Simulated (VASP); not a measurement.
# C (P-1) in VASP: notebook, part 2 of 2

VASP 6.6.1. Earlier steps stand in the parts before.

## 6. Single point, LDA (strain +0.0150 x Voigt [0, 0, 0, 1, 0, 0])

The input, INCAR:

```
SYSTEM = C
PREC     = Accurate       ! precision mode
ENCUT    = 520            ! plane-wave cutoff, eV
EDIFF    = 1E-6           ! SCF threshold, eV
ISMEAR   = 0              ! smearing method
SIGMA    = 0.05           ! smearing width, eV
LREAL    = .False.        ! projectors in reciprocal space
LASPH    = .True.         ! aspherical terms in the spheres
NELM     = 80             ! most SCF steps
ALGO     = Normal         ! electronic algorithm
ISIF     = 2              ! what is computed and relaxed
LWAVE    = .False.        ! write WAVECAR
LCHARG   = .False.        ! write CHGCAR
NBANDS   = 11             ! bands
```

The input, KPOINTS:

```
regular mesh
0
Gamma
  14 14 8
  0 0 0
```

The input, POSCAR:

```
C
1.0
    2.1172982844     -1.2225210283     -0.0207657801
    2.1172982844      1.2223470655     -0.0024292693
   -1.3916690928      0.0250297644      3.3373019203
C
2
Direct
    0.8333830096      0.8333830096      0.0001497828
    0.1666169904      0.1666169904      0.9998502172
```

Potentials or basis: VASP PAW LDA potentials, release 64 (C).

Run with:

```console
$ cat potpaw_LDA.64/C/POTCAR > POTCAR
$ mpirun -np 1 vasp_std > vasp.out
```

OUTCAR:

```text
SYSTEM = C
   PREC = Accurate
   ENCUT = 520
   EDIFF = 1E-6
   ISMEAR = 0
   LREAL = .False.
   LASPH = .True.
   NELM = 80
   ISIF = 2

 ion  position               nearest neighbor table
   1  0.833  0.833  0.000-   2 1.41   2 1.41   2 1.41
   2  0.167  0.167  1.000-   1 1.41   1 1.41   1 1.41

  LATTYP: Found a triclinic cell.
 ALAT       =     2.4448088422
 B/A-ratio  =     1.7738837330
 C/A-ratio  =     1.0000711552
 COS(alpha) =     0.0053941331
 COS(beta)  =     0.4999832190
 COS(gamma) =     0.5576451319

  Lattice vectors:

 A1 = (  -2.1172982844,  -1.2223470655,   0.0024292693)
 A2 = (  -1.3916690928,  -2.4198383294,   3.3189654095)
 A3 = (  -2.1172982844,   1.2225210283,   0.0207657801)

Analysis of symmetry for initial positions (statically):
=====================================================================
 Subroutine PRICEL returns:
 Original cell was already a primitive cell.

 Routine SETGRP: Setting up the symmetry group for a
 triclinic supercell.

 Subroutine GETGRP returns: Found  2 space group operations
 (whereof  2 operations were pure point group operations)
 out of a pool of  2 trial point group operations.

The static configuration has the point symmetry S_2 .

Analysis of symmetry for dynamics (positions and initial velocities):
=====================================================================
 Subroutine PRICEL returns:
 Original cell was already a primitive cell.

 Routine SETGRP: Setting up the symmetry group for a
 triclinic supercell.

 Subroutine GETGRP returns: Found  2 space group operations
 (whereof  2 operations were pure point group operations)
 out of a pool of  2 trial point group operations.

The dynamic configuration has the point symmetry S_2 .

 Subroutine INISYM returns: Found  2 space group operations
 (whereof  2 operations are pure point group operations),
 and found     1 'primitive' translations

----------------------------------------------------------------------------------------

                                     Primitive cell

  volume of cell :      17.2352

  direct lattice vectors                    reciprocal lattice vectors
     2.117298284 -1.222521028 -0.020765780     0.236690641 -0.409783329  0.101774379
     2.117298284  1.222347065 -0.002429269     0.236690641  0.408302731  0.095638733
    -1.391669093  0.025029764  3.337301920     0.001645057 -0.002252596  0.300346142

  length of vectors
     2.444982803  2.444808842  3.615930511     0.484048407  0.481539559  0.300359094

  position of ions in fractional coordinates (direct lattice)
     0.833383010  0.833383010  0.000149783
     0.166616990  0.166616990  0.999850217

  ion indices of the primitive-cell ions
   primitive index   ion index
                 1           1
                 2           2

----------------------------------------------------------------------------------------

 KPOINTS: regular mesh

Automatic generation of k-mesh.
 Grid dimensions read from file:
 generate k-points for:   14   14    8

 Generating k-lattice:

  Cartesian coordinates                     Fractional coordinates (reciprocal lattice)
[... 39 lines left out ...]
  0.000000  0.142857  0.000000      2.000000
  0.071429  0.142857  0.000000      2.000000
 [... further k-points ...]
   k-points           NKPTS =    788   k-points in BZ     NKDIM =    788   number of bands    NBANDS=     11
   number of dos      NEDOS =    301   number of ions     NIONS =      2
   total plane-waves  NPLWV =   9072
   dimension x,y,z NGX =    18 NGY =   18 NGZ =   28
   dimension x,y,z NGXF=    36 NGYF=   36 NGZF=   56
   ions per type =               2
   NGX,Y,Z   is equivalent  to a cutoff of  12.24, 12.24, 12.87 a.u.
   NGXF,Y,Z  is equivalent  to a cutoff of  24.48, 24.48, 25.75 a.u.
 SYSTEM =  C
   PREC   = accura    normal or accurate (medium, high low for compatibility)
   ISTART =      0    job   : 0-new  1-cont  2-samecut
   ICHARG =      2    charge: 1-file 2-atom 10-const
   ISPIN  =      1    spin polarized calculation?
   LNONCOLLINEAR =      F non collinear calculations
   LSORBIT =      F    spin-orbit coupling
   LASPH  =      T    aspherical Exc in radial PAW
   ENCUT  =  520.0 eV  38.22 Ry    6.18 a.u.   4.55  4.55  6.72*2*pi/ulx,y,z
   NELM   =     80;   NELMIN=  2; NELMDL= -5     # of ELM steps
   EDIFF  = 0.1E-05   stopping-criterion for ELM
   LREAL  =      F    real-space projection
   EDIFFG = 0.1E-04   stopping-criterion for IOM
   NSW    =      0    number of steps for IOM
   IBRION =     -1    ionic relax: 0-MD 1-quasi-New 2-CG
   NFREE  =      0    steps in history (QN), initial steepest desc. (CG)
   ISIF   =      2    stress and relaxation
   ISYM   =      2    0-nonsym 1-usesym 2-fastsym
   POTIM  = 0.5000    time-step for ionic-motion
   TEBEG  =    0.0;   TEEND  =   0.0 temperature during run
   PSTRESS=    0.0 pullay stress
   NELECT =       8.0000    total number of electrons
   NUPDOWN=      -1.0000    fix difference up-down
   EMIN   =  10.00;   EMAX   =-10.00  energy-range for DOS
   EFERMI =   0.00;   METHOD = LEGACY
   ISMEAR =     0;   SIGMA  =   0.05  broadening in eV -4-tet -1-fermi 0-gaus
   EFERMI_NEDOS =   21; number of points for ismear=-14 and -15
   IALGO  =     38    algorithm
   IMIX   =      4    mixing-type and parameters
     AMIX     =   0.40;   BMIX     =  1.00
     AMIX_MAG =   1.60;   BMIX_MAG =  1.00
  volume/ion in A,a.u.               =       8.62        58.15
  Fermi-wavevector in a.u.,A,eV,Ry     =   1.267554  2.395329 21.860376  1.606692
  Thomas-Fermi vector in A             =   2.400695
   LORBIT       =      0    0 simple, 1 ext, 2 COOP (PROOUT), +10 PAW based schemes
   GGA     = CA    functional components
   LHFCALC =     F    Hartree Fock is set to
   AEXX    =    0.0000 exact exchange contribution
   IVDW    =     0    specifies the selected vdW correction
   LEPSILON=     F    determine dielectric tensor
   LRPA    =     F    only Hartree local field effects (RPA)
 non-spin polarized calculation
 Gauss-broadening in eV      SIGMA  =   0.05
  energy-cutoff  :      520.00
  volume of cell :       17.24
 maximum number of plane-waves:       477
   NGX =  9   NGY =  9   NGZ = 13

 number of electron       8.0000000 magnetization

 Free energy of the ion-electron system (eV)
  ---------------------------------------------------
  ext. energy  EPLUGINS =         0.00000000
  ---------------------------------------------------
  free energy    TOTEN  =       -20.22419616 eV

  energy without entropy =      -20.22419616  energy(sigma->0) =      -20.22419616

 E-fermi :   4.7742     XC(G=0): -10.8535

 val. band max:        4.5532348661   @ k =  -0.2857   0.3571   0.1250
 cond. band min:       5.1561050836   @ k =   0.3571  -0.2857   0.1250
 fundamental gap:      0.6028702174
 Fermi energy:         4.7742244063

 k-point     1 :       0.0000    0.0000    0.0000
  band No.  band energies     occupation
      1     -14.8648      2.00000
      2      -1.8885      2.00000
      3       1.7940      2.00000
      4       1.7959      2.00000
      5       8.6288      0.00000
      6      13.2635      0.00000
      7      13.2694      0.00000
      8      16.3283      0.00000
      9      18.2952      0.00000
     10      27.5107      0.00000
     11      30.3625      0.00000
[... 309 lines left out ...]
 k-point    24 :       0.0714    0.1429    0.0000
  band No.  band energies     occupation
      1     -14.4819      2.00000
      2      -1.5900      2.00000
      3       0.5221      2.00000
      4       1.0169      2.00000
      5       9.3219      0.00000
      6      13.5444      0.00000
      7      14.5872      0.00000
      8      15.1013      0.00000
      9      18.9179      0.00000
     10      27.4232      0.00000
     11      28.5659      0.00000

 [... further k-points ...]

------------------------ aborting loop because EDIFF is reached ----------------------------------------

  FORCE on cell =-STRESS in cart. coord.  units (eV):
  Direction    XX          YY          ZZ          XY          YZ          ZX
  --------------------------------------------------------------------------------------
  -------------------------------------------------------------------------------------
  Total        0.1374936      0.1346149     -0.0131404      0.0040081     -0.0068104     -0.0006862
  in kB       12.7813756     12.5137743     -1.2215267      0.3725966     -0.6330955     -0.0637911
  external PRESSURE =       8.0245411 kB  Pullay stress =       0.0000000 kB

 VOLUME and BASIS-vectors are now :
 -----------------------------------------------------------------------------
  energy-cutoff  :      520.00
  volume of cell :       17.24
      direct lattice vectors                 reciprocal lattice vectors
     2.117298284 -1.222521028 -0.020765780     0.236690641 -0.409783329  0.101774379
     2.117298284  1.222347065 -0.002429269     0.236690641  0.408302731  0.095638733
    -1.391669093  0.025029764  3.337301920     0.001645057 -0.002252596  0.300346142

 POSITION                                       TOTAL-FORCE (eV/Angst)
 -----------------------------------------------------------------------------------
      3.52883     -0.00014     -0.01883        -0.000413      0.003573      0.000188
     -0.68590      0.02500      3.33294         0.000413     -0.003573     -0.000188
 -----------------------------------------------------------------------------------
    total drift:                                0.000000      0.000000     -0.000000

  FREE ENERGIE OF THE ION-ELECTRON SYSTEM (eV)
  ---------------------------------------------------
  free  energy   TOTEN  =       -20.2241961566 eV

  energy  without entropy=      -20.2241961566  energy(sigma->0) =      -20.22419616
```

Run time: 75 s. Hardware: 1 thread of Intel Xeon 6975P-C (Granite Rapids), shared host; peak memory 0.21 GiB.

What came out:

| Item | Value |
| --- | --- |
| Free energy | -20.2242 eV |
| Pressure | 0.8 GPa |
| Largest force | 0.004 eV/Å |

Forces on the atoms (eV/Å):
```
C    0.000  0.004  0.000
C    0.000 -0.004  0.000
```

Stress tensor (GPa, compression positive):
```
 1.28  0.04 -0.01
 0.04  1.25 -0.06
-0.01 -0.06 -0.12
```

Caveat: the cell differs from its parent crystal (strain +0.0150 x Voigt [0, 0, 0, 1, 0, 0]).

## 7. Single point, LDA (strain +0.0050 x Voigt [0, 0, 0, 1, 0, 0])

The input, INCAR:

```
SYSTEM = C
PREC = Accurate ; ENCUT = 520
EDIFF = 1E-7 ; ISMEAR = 0
SIGMA = 0.05 ; LREAL = .FALSE.
LASPH = .TRUE. ; NELM = 60
ALGO = Normal ; ISIF = 2
LWAVE = .FALSE. ; LCHARG = .FALSE.
GGA = CA ; NBANDS = 11
```

The input, KPOINTS:

```
Automatic mesh
0
G
  14 14 8
  0 0 0
```

The input, POSCAR:

```
C
1.0
    2.1172982844     -1.2224630407     -0.0146536098
    2.1172982844      1.2224050531     -0.0085414396
   -1.3916690928      0.0083432548      3.3373019203
C
2
Direct
    0.8333830096      0.8333830096      0.0001497828
    0.1666169904      0.1666169904      0.9998502172
```

Run with:

```console
$ cat potpaw_LDA.64/C/POTCAR > POTCAR
$ mpirun -np 1 vasp_std > vasp.out
```

Run time: 61 s. Hardware: 1 thread of Intel Xeon 6975P-C (Granite Rapids), shared host; peak memory 0.21 GiB.

Results (log left out):

```yaml
Free_energy: -20.2242 eV
Pressure: 0.8 GPa
```

Stress tensor (GPa, compression positive):
```
 1.29  0.01 -0.01
 0.01  1.28 -0.02
-0.01 -0.02 -0.13
```

Caveat: the cell differs from its parent crystal (strain +0.0050 x Voigt [0, 0, 0, 1, 0, 0]).

## 8. Overview

```tsv
cell	pressure (GPa)	largest force (eV/Å)
a = 2.445, b = 2.445, c = 3.616 Å, angles 110.3, 109.2, 60.0°, 2 atoms	0.8	-
a = 2.445, b = 2.445, c = 3.616 Å, angles 109.5, 110.0, 60.0°, 2 atoms	0.8	-
a = 2.445, b = 2.445, c = 3.616 Å, angles 108.8, 110.7, 60.0°, 2 atoms	0.8	0.01
a = 2.445, b = 2.445, c = 3.616 Å, angles 109.0, 110.4, 60.0°, 2 atoms	0.8	0.01
a = 2.445, b = 2.445, c = 3.616 Å, angles 109.3, 110.2, 60.0°, 2 atoms	0.8	-
a = 2.445, b = 2.445, c = 3.616 Å, angles 109.6, 109.9, 60.0°, 2 atoms	0.8	-
```

Alike in all rows: task single point; level LDA; potentials or basis VASP PAW LDA potentials, release 64 (C); no spin polarisation; k mesh 14 × 14 × 8; cutoff (eV) 520; smearing gaussian 0.05 eV.

Absolute energies hang on the potentials; compare differences alone.
